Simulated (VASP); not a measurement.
# MgS (F-43m) in VASP: notebook

MgS is run at these levels: HSE06; tasks: single point.

Everything below comes from runs of VASP 6.6.1. Logs are shortened: lines on timing, memory, paths and dates and some standing lists are left out, and cuts for length are marked.

### Step 1. The cell of the first run

It takes space group F-43m (No. 216, cubic). The conventional cell has a = 5.435 Å, b = 5.435 Å, c = 5.435 Å, α = 90.00°, β = 90.00°, γ = 90.00°. Within 3.1 Å of Mg (site symmetry -43m) lie 4 S at 2.35 Å. Within 3.1 Å of S (site symmetry -43m) lie 4 Mg at 2.35 Å.

### Step 2. Single point, HSE06 (strain -4.0%)

Contents of POSCAR:

```
MgS
1.0
    0.0000000000      2.7176417676      2.7176417676
    2.7176417676      0.0000000000      2.7176417676
    2.7176417676      2.7176417676      0.0000000000
Mg S
1 1
Direct
    0.0000000000      0.0000000000      0.0000000000
    0.2500000000      0.2500000000      0.2500000000
```

Contents of INCAR.step1:

```
ALGO = Normal ; EDIFF = 1E-5
ENCUT = 520 ; GGA = PE
ISIF = 2 ; ISMEAR = 0
LASPH = T ; LCHARG = F
LREAL = F ; LWAVE = T
NBANDS = 11 ; NELM = 100
PREC = Accurate ; SIGMA = 0.01
```

Contents of INCAR.step2:

```
ALGO = Normal ; EDIFF = 1E-6
ENCUT = 520 ; GGA = PE
HFSCREEN = 0.2079 ; ISIF = 2
ISMEAR = 0 ; ISTART = 1
LASPH = T ; LCHARG = F
LHFCALC = T ; LREAL = F
LWAVE = F ; NBANDS = 11
NELM = 100 ; PREC = Accurate
PRECFOCK = Normal ; SIGMA = 0.01
```

Contents of KPOINTS:

```
k-points
0
Gamma
  6 6 6
```

Potentials or basis: VASP PAW PBE potentials, release 64 (Mg, S).

Command:

```console
$ cat potpaw_PBE.64/Mg/POTCAR potpaw_PBE.64/S/POTCAR > POTCAR
$ cp INCAR.step1 INCAR
$ mpirun -np 1 vasp_std > vasp.out
$ cp INCAR.step2 INCAR
$ mpirun -np 1 vasp_std > vasp.out
```

OUTCAR:

```text
EDIFF = 1E-6
   ENCUT = 520
   GGA = PE
   HFSCREEN = 0.2079
   ISIF = 2
   ISMEAR = 0
   ISTART = 1
   LASPH = T
   LHFCALC = T
   LREAL = F
   NELM = 100
   PREC = Accurate
   PRECFOCK = Normal

 ion  position               nearest neighbor table
   1  0.000  0.000  0.000-   2 2.35   2 2.35   2 2.35   2 2.35
   2  0.250  0.250  0.250-   1 2.35   1 2.35   1 2.35   1 2.35

  LATTYP: Found a face centered cubic cell.
 ALAT       =     5.4352835352

  Lattice vectors:

 A1 = (   0.0000000000,   2.7176417676,   2.7176417676)
 A2 = (   2.7176417676,   0.0000000000,   2.7176417676)
 A3 = (   2.7176417676,   2.7176417676,   0.0000000000)

Analysis of symmetry for initial positions (statically):
=====================================================================
 Subroutine PRICEL returns:
 Original cell was already a primitive cell.

 Routine SETGRP: Setting up the symmetry group for a
 face centered cubic supercell.

 Subroutine GETGRP returns: Found 24 space group operations
 (whereof 24 operations were pure point group operations)
 out of a pool of 48 trial point group operations.

The static configuration has the point symmetry T_d .

Analysis of symmetry for dynamics (positions and initial velocities):
=====================================================================
 Subroutine PRICEL returns:
 Original cell was already a primitive cell.

 Routine SETGRP: Setting up the symmetry group for a
 face centered cubic supercell.

 Subroutine GETGRP returns: Found 24 space group operations
 (whereof 24 operations were pure point group operations)
 out of a pool of 48 trial point group operations.

The dynamic configuration has the point symmetry T_d .

 Subroutine INISYM returns: Found 24 space group operations
 (whereof 24 operations are pure point group operations),
 and found     1 'primitive' translations

----------------------------------------------------------------------------------------

                                     Primitive cell

  volume of cell :      40.1427

  direct lattice vectors                    reciprocal lattice vectors
     0.000000000  2.717641768  2.717641768    -0.183983042  0.183983042  0.183983042
     2.717641768  0.000000000  2.717641768     0.183983042 -0.183983042  0.183983042
     2.717641768  2.717641768  0.000000000     0.183983042  0.183983042 -0.183983042

  length of vectors
     3.843325845  3.843325845  3.843325845     0.318667977  0.318667977  0.318667977

[... 87 lines left out ...]
   EFERMI_NEDOS =   21; number of points for ismear=-14 and -15
   IALGO  =     38    algorithm
   IMIX   =      1    mixing-type and parameters
     AMIX     =   0.40;   BMIX     =  1.00
     AMIX_MAG =   1.60;   BMIX_MAG =  1.00
  volume/ion in A,a.u.               =      20.07       135.45
  Fermi-wavevector in a.u.,A,eV,Ry     =   0.956245  1.807041 12.441235  0.914405
  Thomas-Fermi vector in A             =   2.085156
   LORBIT       =      0    0 simple, 1 ext, 2 COOP (PROOUT), +10 PAW based schemes
   GGA     = PE    functional components
   LHFCALC =     T    Hartree Fock is set to
   PRECFOCK=normal    Normal, Fast or Accurate (Low or Medium for compatibility)
   ENCUT4O =  -1.0   cutoff for four orbital integrals eV
   NKREDX  =     1    reduce k-point grid by
   NKREDY  =     1    reduce k-point grid by
   NKREDZ  =     1    reduce k-point grid by
   AEXX    =    0.2500 exact exchange contribution
   HFSCREEN=    0.2079 screening length (either q_TF or 0.3 A-1)
   HFSCREENC=   0.2079 screening length for correlation (either q_TF or 0.3 A-1)
   ENCUTFOCK=  -1.0 apply spherical cutoff to Coloumb kernel
   IVDW    =     0    specifies the selected vdW correction
   LEPSILON=     F    determine dielectric tensor
   LRPA    =     F    only Hartree local field effects (RPA)
 non-spin polarized calculation
 Gauss-broadening in eV      SIGMA  =   0.01
  energy-cutoff  :      520.00
  volume of cell :       40.14
 maximum number of plane-waves:      1106
 NGX is ok and might be reduce to    30
  NGX = 24; NGY = 24; NGZ = 24

 number of electron       8.0000000 magnetization

 Free energy of the ion-electron system (eV)
  ---------------------------------------------------
  ext. energy  EPLUGINS =         0.00000000
  ---------------------------------------------------
  free energy    TOTEN  =        -9.71147794 eV

  energy without entropy =       -9.71147794  energy(sigma->0) =       -9.71147794

 E-fermi :   1.2266     XC(G=0):  -7.3999

 val. band max:        1.1340360726   @ k =   0.0000   0.0000   0.0000
 cond. band min:       5.8759053072   @ k =   0.5000   0.5000   0.0000
 fundamental gap:      4.7418692346
 Fermi energy:         1.2266034219

 k-point     1 :       0.0000    0.0000    0.0000
  band No.  band energies     occupation
      1     -11.7655      2.00000
      2       1.1340      2.00000
      3       1.1340      2.00000
      4       1.1340      2.00000
      5       6.3305      0.00000
      6      10.6634      0.00000
      7      10.6634      0.00000
      8      10.6634      0.00000
      9      13.6243      0.00000
     10      13.6243      0.00000
     11      17.1589      0.00000
[... 197 lines left out ...]
 k-point    16 :      -0.3333    0.5000    0.1667
  band No.  band energies     occupation
      1     -10.4687      2.00000
      2      -1.9233      2.00000
      3      -0.8222      2.00000
      4      -0.4441      2.00000
      5       7.1631      0.00000
      6       9.4831      0.00000
      7      12.4195      0.00000
      8      12.6542      0.00000
      9      16.2968      0.00000
     10      17.3048      0.00000
     11      17.4525      0.00000

------------------------ aborting loop because EDIFF is reached ----------------------------------------

  FORCE on cell =-STRESS in cart. coord.  units (eV):
  Direction    XX          YY          ZZ          XY          YZ          ZX
  --------------------------------------------------------------------------------------
  -------------------------------------------------------------------------------------
  Total        2.3096204      2.3096204      2.3096204      0.0000000      0.0000000     -0.0000000
  in kB       92.1816697     92.1816697     92.1816697      0.0000000      0.0000000     -0.0000000
  external PRESSURE =      92.1816697 kB  Pullay stress =       0.0000000 kB

 VOLUME and BASIS-vectors are now :
 -----------------------------------------------------------------------------
  energy-cutoff  :      520.00
  volume of cell :       40.14
      direct lattice vectors                 reciprocal lattice vectors
     0.000000000  2.717641768  2.717641768    -0.183983042  0.183983042  0.183983042
     2.717641768  0.000000000  2.717641768     0.183983042 -0.183983042  0.183983042
     2.717641768  2.717641768  0.000000000     0.183983042  0.183983042 -0.183983042

 POSITION                                       TOTAL-FORCE (eV/Angst)
 -----------------------------------------------------------------------------------
      0.00000      0.00000      0.00000         0.000000      0.000000     -0.000000
      1.35882      1.35882      1.35882        -0.000000     -0.000000      0.000000
 -----------------------------------------------------------------------------------
    total drift:                                0.000000      0.000000      0.000000

  FREE ENERGIE OF THE ION-ELECTRON SYSTEM (eV)
  ---------------------------------------------------
  free  energy   TOTEN  =        -9.7114779450 eV

  energy  without entropy=       -9.7114779450  energy(sigma->0) =       -9.71147794
```

OUTCAR.step1:

```text
EDIFF = 1E-5
   ENCUT = 520
   GGA = PE
   ISIF = 2
   ISMEAR = 0
[... 435 lines left out ...]
 -----------------------------------------------------------------------------------
      0.00000      0.00000      0.00000         0.000000     -0.000000     -0.000000
      1.35882      1.35882      1.35882        -0.000000      0.000000      0.000000
 -----------------------------------------------------------------------------------
    total drift:                               -0.000000     -0.000000     -0.000000

  FREE ENERGIE OF THE ION-ELECTRON SYSTEM (eV)
  ---------------------------------------------------
  free  energy   TOTEN  =        -8.3011805935 eV

  energy  without entropy=       -8.3011805935  energy(sigma->0) =       -8.30118059
```

It used 1400 s of CPU time on 1 thread of AMD EPYC 7R13 Processor (Zen 3), on a shared host.

Results:

```
Free energy            : -9.7115 eV
Pressure               : 9.2 GPa
Band gap on the k mesh : 4.74 eV (least direct gap 5.20 eV)
```

Caveat: the cell differs from its parent crystal (strain -4.0%); the cell stands under pressure; the PAW data sets were made with another functional, which shifts forces and pressure a little. A k mesh can miss the band edges.

### Step 3. Single point, HSE06 (strain -3.0%)

Contents of POSCAR:

```
MgS
1.0
    0.0000000000      2.7459505360      2.7459505360
    2.7459505360      0.0000000000      2.7459505360
    2.7459505360      2.7459505360      0.0000000000
Mg S
1 1
Direct
    0.0000000000      0.0000000000      0.0000000000
    0.2500000000      0.2500000000      0.2500000000
```

Contents of INCAR.step1:

```
ALGO = Normal ; EDIFF = 1E-5
ENCUT = 520 ; GGA = PE
ISIF = 2 ; ISMEAR = 0
LASPH = True ; LCHARG = False
LREAL = False ; LWAVE = True
NBANDS = 11 ; NELM = 100
PREC = Accurate ; SIGMA = 0.01
```

Contents of INCAR.step2:

```
ALGO = Normal ; EDIFF = 1E-6
ENCUT = 520 ; GGA = PE
HFSCREEN = 0.2079 ; ISIF = 2
ISMEAR = 0 ; ISTART = 1
LASPH = True ; LCHARG = False
LHFCALC = True ; LREAL = False
LWAVE = False ; NBANDS = 11
NELM = 100 ; PREC = Accurate
PRECFOCK = Normal ; SIGMA = 0.01
```

KPOINTS is that of step 2.

Potentials or basis: VASP PAW PBE potentials, release 64 (Mg, S).

Command:

```console
$ cat potpaw_PBE.64/Mg/POTCAR potpaw_PBE.64/S/POTCAR > POTCAR
$ cp INCAR.step1 INCAR
$ mpirun -np 1 vasp_std > vasp.out
$ cp INCAR.step2 INCAR
$ mpirun -np 1 vasp_std > vasp.out
```

OUTCAR:

```text
EDIFF = 1E-6
   ENCUT = 520
   GGA = PE
   HFSCREEN = 0.2079
   ISIF = 2
   ISMEAR = 0
   ISTART = 1
   LASPH = True
   LHFCALC = True
   LREAL = False
   NELM = 100
   PREC = Accurate
   PRECFOCK = Normal

 ion  position               nearest neighbor table
   1  0.000  0.000  0.000-   2 2.38   2 2.38   2 2.38   2 2.38
   2  0.250  0.250  0.250-   1 2.38   1 2.38   1 2.38   1 2.38

  LATTYP: Found a face centered cubic cell.
 ALAT       =     5.4919010720

  Lattice vectors:

 A1 = (   0.0000000000,   2.7459505360,   2.7459505360)
 A2 = (   2.7459505360,   0.0000000000,   2.7459505360)
 A3 = (   2.7459505360,   2.7459505360,   0.0000000000)

Analysis of symmetry for initial positions (statically):
=====================================================================
 Subroutine PRICEL returns:
 Original cell was already a primitive cell.

 Routine SETGRP: Setting up the symmetry group for a
 face centered cubic supercell.

 Subroutine GETGRP returns: Found 24 space group operations
 (whereof 24 operations were pure point group operations)
 out of a pool of 48 trial point group operations.

The static configuration has the point symmetry T_d .

Analysis of symmetry for dynamics (positions and initial velocities):
=====================================================================
 Subroutine PRICEL returns:
 Original cell was already a primitive cell.

 Routine SETGRP: Setting up the symmetry group for a
 face centered cubic supercell.

 Subroutine GETGRP returns: Found 24 space group operations
 (whereof 24 operations were pure point group operations)
 out of a pool of 48 trial point group operations.

The dynamic configuration has the point symmetry T_d .

 Subroutine INISYM returns: Found 24 space group operations
 (whereof 24 operations are pure point group operations),
 and found     1 'primitive' translations

----------------------------------------------------------------------------------------

[... 118 lines left out ...]
   ENCUTFOCK=  -1.0 apply spherical cutoff to Coloumb kernel
   IVDW    =     0    specifies the selected vdW correction
   LEPSILON=     F    determine dielectric tensor
   LRPA    =     F    only Hartree local field effects (RPA)
 non-spin polarized calculation
 Gauss-broadening in eV      SIGMA  =   0.01
  energy-cutoff  :      520.00
  volume of cell :       41.41
 maximum number of plane-waves:      1139
 NGX is ok and might be reduce to    30
  NGX = 24; NGY = 24; NGZ = 24

 number of electron       7.9999998 magnetization

 Free energy of the ion-electron system (eV)
  ---------------------------------------------------
  ext. energy  EPLUGINS =         0.00000000
  ---------------------------------------------------
  free energy    TOTEN  =        -9.77329587 eV

  energy without entropy =       -9.77329587  energy(sigma->0) =       -9.77329587

 E-fermi :   0.9949     XC(G=0):  -7.3018

 val. band max:        0.9188704379   @ k =   0.0000   0.0000   0.0000
 cond. band min:       5.6958057764   @ k =   0.5000   0.5000   0.0000
 fundamental gap:      4.7769353385
 Fermi energy:         0.9948809070

 k-point     1 :       0.0000    0.0000    0.0000
  band No.  band energies     occupation
      1     -11.8515      2.00000
      2       0.9189      2.00000
      3       0.9189      2.00000
      4       0.9189      2.00000
      5       5.9358      0.00000
      6      10.3624      0.00000
      7      10.3624      0.00000
      8      10.3624      0.00000
      9      13.3374      0.00000
     10      13.3374      0.00000
     11      16.7484      0.00000
[... 197 lines left out ...]
 k-point    16 :      -0.3333    0.5000    0.1667
  band No.  band energies     occupation
      1     -10.6356      2.00000
      2      -2.0468      2.00000
      3      -0.9659      2.00000
      4      -0.5986      2.00000
      5       6.9446      0.00000
      6       9.1917      0.00000
      7      12.0573      0.00000
      8      12.2392      0.00000
      9      15.7873      0.00000
     10      16.9096      0.00000
     11      16.9776      0.00000

------------------------ aborting loop because EDIFF is reached ----------------------------------------

  FORCE on cell =-STRESS in cart. coord.  units (eV):
  Direction    XX          YY          ZZ          XY          YZ          ZX
  --------------------------------------------------------------------------------------
  -------------------------------------------------------------------------------------
  Total        1.6594639      1.6594639      1.6594639      0.0000000     -0.0000000      0.0000000
  in kB       64.2052094     64.2052094     64.2052094      0.0000000     -0.0000000      0.0000000
  external PRESSURE =      64.2052094 kB  Pullay stress =       0.0000000 kB

 VOLUME and BASIS-vectors are now :
 -----------------------------------------------------------------------------
  energy-cutoff  :      520.00
  volume of cell :       41.41
      direct lattice vectors                 reciprocal lattice vectors
     0.000000000  2.745950536  2.745950536    -0.182086310  0.182086310  0.182086310
     2.745950536  0.000000000  2.745950536     0.182086310 -0.182086310  0.182086310
     2.745950536  2.745950536  0.000000000     0.182086310  0.182086310 -0.182086310

 POSITION                                       TOTAL-FORCE (eV/Angst)
 -----------------------------------------------------------------------------------
      0.00000      0.00000      0.00000        -0.000000     -0.000000     -0.000000
      1.37298      1.37298      1.37298         0.000000      0.000000      0.000000
 -----------------------------------------------------------------------------------
    total drift:                                0.000001      0.000001      0.000001

  FREE ENERGIE OF THE ION-ELECTRON SYSTEM (eV)
  ---------------------------------------------------
  free  energy   TOTEN  =        -9.7732958712 eV

  energy  without entropy=       -9.7732958712  energy(sigma->0) =       -9.77329587
```

It took 15 min on 1 thread of AMD EPYC 7R13 (Zen 3), shared host; peak memory 0.26 GiB.

Results:

- Free energy: -9.7733 eV
- Pressure: 6.4 GPa
- Band gap on the k mesh: 4.78 eV (least direct gap 5.02 eV)

Levels at points of the mesh, in eV from the valence-band top:
| k point | band 2 | band 3 | band 4 | band 5 | band 6 | band 7 |
| --- | --- | --- | --- | --- | --- | --- |
| (0.00, 0.00, 0.00) | 0.00 | 0.00 | 0.00 | 5.02 | 9.44 | 9.44 |
| (0.50, 0.00, 0.00) | -3.75 | -0.39 | -0.39 | 6.58 | 8.97 | 8.97 |
| (0.50, 0.50, 0.00) | -3.35 | -1.25 | -1.25 | 4.78 | 6.87 | 13.62 |

Caveat: the cell differs from its parent crystal (strain -3.0%); the cell stands under pressure; the PAW data sets were made with another functional, which shifts forces and pressure a little. A k mesh can miss the band edges.

### Step 4. Single point, HSE06 (strain -2.0%)

Contents of POSCAR:

```
MgS
1.0
    0.0000000000      2.7742593044      2.7742593044
    2.7742593044      0.0000000000      2.7742593044
    2.7742593044      2.7742593044      0.0000000000
Mg S
1 1
Direct
    0.0000000000      0.0000000000      0.0000000000
    0.2500000000      0.2500000000      0.2500000000
```

Contents of INCAR.step1:

```
SYSTEM = MgS
PREC = Accurate ; ENCUT = 520
EDIFF = 1E-5 ; ISMEAR = 0
SIGMA = 0.01 ; LREAL = .FALSE.
LASPH = .TRUE. ; NELM = 60
ALGO = Normal ; ISIF = 2
LWAVE = .TRUE. ; LCHARG = .FALSE.
NBANDS = 11 ; GGA = PE
```

Contents of INCAR.step2:

```
SYSTEM = MgS
PREC = Accurate ; ENCUT = 520
EDIFF = 1E-6 ; ISMEAR = 0
SIGMA = 0.01 ; LREAL = .FALSE.
LASPH = .TRUE. ; NELM = 60
ALGO = Normal ; ISIF = 2
LWAVE = .FALSE. ; LCHARG = .FALSE.
GGA = PE ; LHFCALC = .TRUE.
HFSCREEN = 0.2079 ; PRECFOCK = Normal
NBANDS = 11 ; ISTART = 1
```

Contents of KPOINTS:

```
Automatic mesh
0
G
  6 6 6
  0 0 0
```

Command:

```console
$ cat potpaw_PBE.64/Mg/POTCAR potpaw_PBE.64/S/POTCAR > POTCAR
$ cp INCAR.step1 INCAR
$ mpirun -np 1 vasp_std > vasp.out
$ cp INCAR.step2 INCAR
$ mpirun -np 1 vasp_std > vasp.out
```

It took 13 min on 1 thread of AMD EPYC 7R13 (Zen 3), shared host; peak memory 0.26 GiB.

It converged, with:

- Free energy: -9.8152 eV
- Pressure: 4.0 GPa
- Band gap on the k mesh: 4.81 eV (least direct gap 4.84 eV)

Levels at points of the mesh, in eV from the valence-band top:
| k point | band 2 | band 3 | band 4 | band 5 | band 6 | band 7 |
| --- | --- | --- | --- | --- | --- | --- |
| (0.00, 0.00, 0.00) | 0.00 | 0.00 | 0.00 | 4.84 | 9.36 | 9.36 |
| (0.50, 0.00, 0.00) | -3.62 | -0.38 | -0.38 | 6.46 | 8.93 | 8.93 |
| (0.50, 0.50, 0.00) | -3.24 | -1.21 | -1.21 | 4.81 | 6.83 | 13.28 |

Caveat: the cell differs from its parent crystal (strain -2.0%); the cell stands under pressure; the PAW data sets were made with another functional, which shifts forces and pressure a little. A k mesh can miss the band edges.

### Step 5. Summary

```csv
cell,gap on the mesh (eV),pressure (GPa)
"a = 3.843 Å, angles 60.0°, 2 atoms",4.74,9.2
"a = 3.883 Å, angles 60.0°, 2 atoms",4.78,6.4
"a = 3.923 Å, angles 60.0°, 2 atoms",4.81,4.0
```

Alike in all rows: task single point; level HSE06; potentials or basis VASP PAW PBE potentials, release 64 (Mg, S); no spin polarisation; k mesh 6 × 6 × 6; cutoff (eV) 520; smearing gaussian 0.01 eV.

Caveats: the cell stands under pressure; the PAW data sets were made with another functional, which shifts forces and pressure a little.

Total energies depend on the potentials used, so only differences within one code and one set of settings carry meaning.
